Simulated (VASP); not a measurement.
Input of a VASP 6.6.1 run:

File INCAR:

```
PREC = Accurate
ENCUT = 520
EDIFF = 1E-6
ISMEAR = 0
SIGMA = 0.022
LREAL = False
LASPH = True
NELM = 100
ALGO = Fast
ISIF = 2
LWAVE = False
LCHARG = True
GGA = PE
LELF = True
LVHAR = True
NBANDS = 12
```

Contents of KPOINTS:

```
Automatic mesh
0
Gamma
  11 11 11
```

The input POSCAR:

```
In
1.0
   -1.6254700000      1.6254700000      2.4737000000
    1.6254700000     -1.6254700000      2.4737000000
    1.6254700000      1.6254700000     -2.4737000000
In
1
Direct
    0.0000000000      0.0000000000      0.0000000000
```

Potentials or basis: VASP PAW PBE potentials, release 64 (In_d).

Run with:

```bash
$ cat potpaw_PBE.64/In_d/POTCAR > POTCAR
$ mpirun -np 1 vasp_std > vasp.out
```

(1) Estimate the pressure.

Answers

(1) 1.9 GPa.
